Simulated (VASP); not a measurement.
# PbS in VASP: notebook

The runs below take PbS through single point, with PBE.

Program: VASP 6.6.1. These are calculated values, not measurements. Logs are shortened: lines on timing, memory, paths and dates and some standing lists are left out, and cuts for length are marked.

## Step 1: The cell of the first run

The cell holds a slab with vacuum, 4 atoms: a = 4.210 Å, b = 4.263 Å, c = 11.183 Å, α = 94.96°, β = 94.52°, γ = 90.48°.

## Step 2: Single point, PBE

Input file INCAR:

```
SYSTEM = PbS
ALGO     = Normal         ! electronic algorithm
EDIFF    = 1E-7           ! SCF threshold, eV
ENCUT    = 520            ! plane-wave cutoff, eV
GGA      = PE             ! functional
ISIF     = 2              ! what is computed and relaxed
ISMEAR   = 0              ! smearing method
LASPH    = .TRUE.         ! aspherical terms in the spheres
LCHARG   = .TRUE.         ! write CHGCAR
LELF     = .TRUE.         ! ELF
LREAL    = .FALSE.        ! projectors in reciprocal space
LVHAR    = .TRUE.       
LWAVE    = .FALSE.        ! write WAVECAR
NBANDS   = 28             ! bands
NELM     = 100            ! most SCF steps
PREC     = Accurate       ! precision mode
SIGMA    = 0.1            ! smearing width, eV
```

Input file KPOINTS:

```
k-points
0
G
  2 2 1
  0 0 0
```

Input file POSCAR:

```
PbS
1.0
    2.9639856228     -2.9891063070     -0.0214527379
    3.0015081915      3.0266410390     -0.0359465823
   -1.2056836615     -0.0340424744     11.1177224250
Pb S
2 2
Direct
    0.2263653800      0.2263653800      0.3722110100
    0.7736346200      0.7736346200      0.6277889900
    0.7295120500      0.7295120500      0.3897323800
    0.2704879500      0.2704879500      0.6102676200
```

Potentials or basis: VASP PAW PBE potentials, release 64 (Pb_d, S).

Started as:

```bash
cat potpaw_PBE.64/Pb_d/POTCAR potpaw_PBE.64/S/POTCAR > POTCAR
mpirun -np 1 vasp_std > vasp.out
```

OUTCAR:

```text
SYSTEM = PbS
   EDIFF = 1E-7
   ENCUT = 520
   GGA = PE
   ISIF = 2
   ISMEAR = 0
   LASPH = .TRUE.
   LREAL = .FALSE.
   NELM = 100
   PREC = Accurate

 ion  position               nearest neighbor table
   1  0.226  0.226  0.372-   4 2.64   3 2.99   3 2.99   3 3.01   3 3.02   2 4.08   2 4.13
   2  0.774  0.774  0.628-   3 2.64   4 2.99   4 2.99   4 3.01   4 3.02   1 4.08   1 4.13
   3  0.730  0.730  0.390-   2 2.64   1 2.99   1 2.99   1 3.01   1 3.02
   4  0.270  0.270  0.610-   1 2.64   2 2.99   2 2.99   2 3.01   2 3.02

  LATTYP: Found a triclinic cell.
 ALAT       =    11.6183642454
 B/A-ratio  =     0.3668962104
 C/A-ratio  =     0.3623198348
 COS(alpha) =     0.0083454889
 COS(beta)  =     0.0789259875
 COS(gamma) =     0.2836763188

  Lattice vectors:

 A1 = (   1.7958245300,   2.9925985646,  11.0817758427)
 A2 = (   3.0015081915,   3.0266410390,  -0.0359465823)
 A3 = (  -2.9639856228,   2.9891063070,   0.0214527379)

Analysis of symmetry for initial positions (statically):
=====================================================================
 Subroutine PRICEL returns:
 Original cell was already a primitive cell.

 Routine SETGRP: Setting up the symmetry group for a
 triclinic supercell.

 Subroutine GETGRP returns: Found  2 space group operations
 (whereof  2 operations were pure point group operations)
 out of a pool of  2 trial point group operations.

The static configuration has the point symmetry S_2 .

Analysis of symmetry for dynamics (positions and initial velocities):
=====================================================================
 Subroutine PRICEL returns:
 Original cell was already a primitive cell.

 Routine SETGRP: Setting up the symmetry group for a
 triclinic supercell.

 Subroutine GETGRP returns: Found  2 space group operations
 (whereof  2 operations were pure point group operations)
 out of a pool of  2 trial point group operations.

The dynamic configuration has the point symmetry S_2 .

 Subroutine INISYM returns: Found  2 space group operations
 (whereof  2 operations are pure point group operations),
 and found     1 'primitive' translations

----------------------------------------------------------------------------------------

                                     Primitive cell
[... 70 lines left out ...]
   LSORBIT =      F    spin-orbit coupling
   LASPH  =      T    aspherical Exc in radial PAW
   ENCUT  =  520.0 eV  38.22 Ry    6.18 a.u.   7.83  7.93 20.79*2*pi/ulx,y,z
   NELM   =    100;   NELMIN=  2; NELMDL= -5     # of ELM steps
   EDIFF  = 0.1E-06   stopping-criterion for ELM
   LREAL  =      F    real-space projection
   EDIFFG = 0.1E-05   stopping-criterion for IOM
   NSW    =      0    number of steps for IOM
   IBRION =     -1    ionic relax: 0-MD 1-quasi-New 2-CG
   NFREE  =      0    steps in history (QN), initial steepest desc. (CG)
   ISIF   =      2    stress and relaxation
   ISYM   =      2    0-nonsym 1-usesym 2-fastsym
   POTIM  = 0.5000    time-step for ionic-motion
   TEBEG  =    0.0;   TEEND  =   0.0 temperature during run
   PSTRESS=    0.0 pullay stress
   NELECT =      40.0000    total number of electrons
   NUPDOWN=      -1.0000    fix difference up-down
   EMIN   =  10.00;   EMAX   =-10.00  energy-range for DOS
   EFERMI =   0.00;   METHOD = LEGACY
   ISMEAR =     0;   SIGMA  =   0.10  broadening in eV -4-tet -1-fermi 0-gaus
   EFERMI_NEDOS =   21; number of points for ismear=-14 and -15
   IALGO  =     38    algorithm
   IMIX   =      4    mixing-type and parameters
     AMIX     =   0.40;   BMIX     =  1.00
     AMIX_MAG =   1.60;   BMIX_MAG =  1.00
  volume/ion in A,a.u.               =      49.82       336.19
  Fermi-wavevector in a.u.,A,eV,Ry     =   0.958544  1.811385 12.501111  0.918806
  Thomas-Fermi vector in A             =   2.087660
   LORBIT       =      0    0 simple, 1 ext, 2 COOP (PROOUT), +10 PAW based schemes
   GGA     = PE    functional components
   LHFCALC =     F    Hartree Fock is set to
   AEXX    =    0.0000 exact exchange contribution
   IVDW    =     0    specifies the selected vdW correction
   LEPSILON=     F    determine dielectric tensor
   LRPA    =     F    only Hartree local field effects (RPA)
 non-spin polarized calculation
 Gauss-broadening in eV      SIGMA  =   0.10
  energy-cutoff  :      520.00
  volume of cell :      199.27
 maximum number of plane-waves:      5378
 NGX is ok and might be reduce to    32
   NGX = 15   NGY = 15   NGZ = 41

 number of electron      39.9999993 magnetization

 Free energy of the ion-electron system (eV)
  ---------------------------------------------------
  ext. energy  EPLUGINS =         0.00000000
  ---------------------------------------------------
  free energy    TOTEN  =       -16.62423143 eV

  energy without entropy =      -16.62423143  energy(sigma->0) =      -16.62423143

 E-fermi :   0.8470     XC(G=0):  -5.9711

 val. band max:        0.3264148649   @ k =   0.0000   0.0000   0.0000
 cond. band min:       2.4060646078   @ k =   0.5000  -0.0000  -0.0000
 fundamental gap:      2.0796497429
 Fermi energy:         0.8469836563

 k-point     1 :       0.0000    0.0000    0.0000
  band No.  band energies     occupation
      1     -15.8261      2.00000
      2     -15.7760      2.00000
      3     -15.7595      2.00000
      4     -15.7342      2.00000
      5     -15.7153      2.00000
      6     -15.7044      2.00000
[... 113 lines left out ...]
     27       7.0157      0.00000
     28       7.1046      0.00000

------------------------ aborting loop because EDIFF is reached ----------------------------------------

  FORCE on cell =-STRESS in cart. coord.  units (eV):
  Direction    XX          YY          ZZ          XY          YZ          ZX
  --------------------------------------------------------------------------------------
  -------------------------------------------------------------------------------------
  Total        2.9057516      2.1766012     -1.9343333     -0.1589133      0.0431253      0.1578595
  in kB       23.3625443     17.5000995    -15.5522398     -1.2776791      0.3467321      1.2692071
  external PRESSURE =       8.4368013 kB  Pullay stress =       0.0000000 kB

 VOLUME and BASIS-vectors are now :
 -----------------------------------------------------------------------------
  energy-cutoff  :      520.00
  volume of cell :      199.27
      direct lattice vectors                 reciprocal lattice vectors
     2.963985623 -2.989106307 -0.021452738     0.168854257 -0.167240710  0.017799647
     3.001508192  3.026641039 -0.035946582     0.166769949  0.165234969  0.018591650
    -1.205683661 -0.034042474 11.117722425     0.000865033  0.000211542  0.090040938

 POSITION                                       TOTAL-FORCE (eV/Angst)
 -----------------------------------------------------------------------------------
      0.90161     -0.00417      4.12515        -0.002573     -0.000546      0.004704
      3.85820      0.00767      6.93518         0.002573      0.000546     -0.004704
      3.88201      0.01411      4.29106        -0.068686     -0.018428      0.745615
      0.87780     -0.01062      6.76926         0.068686      0.018428     -0.745615
 -----------------------------------------------------------------------------------
    total drift:                               -0.000000      0.000000      0.000000

  FREE ENERGIE OF THE ION-ELECTRON SYSTEM (eV)
  ---------------------------------------------------
  free  energy   TOTEN  =       -16.6242314285 eV

  energy  without entropy=      -16.6242314285  energy(sigma->0) =      -16.62423143
```

stdout:

```text
POSCAR found type information on POSCAR PbS
 POSCAR found :  2 types and       4 ions
 scaLAPACK will be used
 LDA part: xc-table for (Slater+PW92), standard interpolation
 POSCAR, INCAR and KPOINTS ok, starting setup
 FFT: planning ... GRIDC
 FFT: planning ... GRID_SOFT
 FFT: planning ... GRID
 WAVECAR not read
 entering main loop
```

Wall time 58 s (1 thread of Intel Xeon 8259CL, shared host); peak memory 0.27 GiB.

What came out:

```yaml
Free_energy: -16.6242 eV
Largest_force: 0.749 eV/Å
Band_gap_on_the_k_mesh: 2.08 eV (least direct gap 2.15 eV)
```

Forces in eV/Å, atoms in the order of the input:
```
Pb  -0.003 -0.001  0.005
Pb   0.003  0.001 -0.005
S   -0.069 -0.018  0.746
S    0.069  0.018 -0.746
```

Caveat: the k points lie up to 0.75 Å⁻¹ apart; there is no dipole correction, which matters where the two faces differ; spin-orbit coupling is left out, which moves the levels of the heavy elements.

## Step 3: Single point, PBE

This run uses another cell than the first one.

Input file INCAR:

```
SYSTEM = PbS
PREC = Accurate ; ENCUT = 520
EDIFF = 1E-7 ; ISMEAR = 0
SIGMA = 0.1 ; LREAL = .False.
LASPH = .True. ; NELM = 100
ALGO = Normal ; ISIF = 2
LWAVE = .False. ; LCHARG = .False.
GGA = PE ; NBANDS = 28
```

Input file KPOINTS:

```
regular mesh
0
Gamma
  4 4 2
  0 0 0
```

Input file POSCAR:

```
PbS
1.0
    2.9838607981     -2.9828938700      0.0000000000
    2.9838607981      2.9828938700      0.0000000000
   -1.0986781904      0.0000000000     11.1678408944
Pb S
2 2
Direct
    0.2263653800      0.2263653800      0.3722110100
    0.7736346200      0.7736346200      0.6277889900
    0.7295120500      0.7295120500      0.3897323800
    0.2704879500      0.2704879500      0.6102676200
```

Potentials or basis: VASP PAW PBE potentials, release 64 (Pb_d, S).

Started as:

```bash
cat potpaw_PBE.64/Pb_d/POTCAR potpaw_PBE.64/S/POTCAR > POTCAR
mpirun -np 1 vasp_std > vasp.out
```

Wall time 2.2 min (1 thread of Intel Xeon 8259CL, shared host); peak memory 0.3 GiB.

It converged, with:

```yaml
Free_energy: -17.3067 eV
Largest_force: 0.133 eV/Å
Band_gap_on_the_k_mesh: 2.05 eV (least direct gap 2.06 eV)
```

Forces on the atoms (eV/Å):
```
Pb   0.000  0.000 -0.109
Pb   0.000  0.000  0.109
S    0.003  0.000 -0.133
S   -0.003  0.000  0.133
```

Levels at points of the mesh, in eV from the valence-band top:
| k point | band 18 | band 19 | band 20 | band 21 | band 22 | band 23 |
| --- | --- | --- | --- | --- | --- | --- |
| (0.00, 0.00, 0.00) | -1.18 | -1.18 | 0.00 | 2.26 | 3.79 | 5.12 |
| (0.50, 0.00, 0.00) | -0.87 | -0.01 | -0.01 | 2.21 | 2.21 | 3.24 |
| (0.50, 0.50, 0.00) | -2.53 | -1.24 | -1.23 | 4.38 | 4.40 | 5.25 |
| (0.00, 0.00, 0.50) | -1.18 | -1.18 | -0.01 | 2.05 | 4.79 | 5.12 |
| (0.50, 0.00, 0.50) | -0.87 | -0.01 | -0.01 | 2.20 | 2.21 | 3.24 |
| (0.50, 0.50, 0.50) | -2.53 | -1.24 | -1.23 | 4.36 | 4.38 | 5.23 |

Caveat: there is no dipole correction, which matters where the two faces differ; spin-orbit coupling is left out, which moves the levels of the heavy elements.
